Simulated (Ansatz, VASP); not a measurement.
**KCl: VASP beside Ansatz**

```
K Cl
1.0
     0.00000    3.15610    3.15610
     3.15610    0.00000    3.15610
     3.15610    3.15610    0.00000
K Cl
1 1
Direct
  0.00000 0.00000 0.00000
  0.50000 0.50000 0.50000
```

Alike in both runs: task single point; functional PBE; k mesh 10 × 10 × 10; occupations gaussian, width 0.05 eV; no spin polarisation.

|  | VASP | Ansatz |
| --- | --- | --- |
| version | VASP 6.6.1 | Ansatz 0.2.0 |
| potentials or method | VASP PAW PBE potentials, release 64 (K_sv, Cl), cutoff 520 eV | scalar-relativistic, plane waves, PAW |
| valence electrons in the cell | 16 | 16 |

```csv
,VASP,Ansatz,Ansatz less VASP
gap on the k mesh at the Fermi level (eV),5.16,5.16,+0.002
least direct gap on the mesh (eV),5.16,5.16,+0.002
pressure (GPa),0.6,0.6,-0.03
```
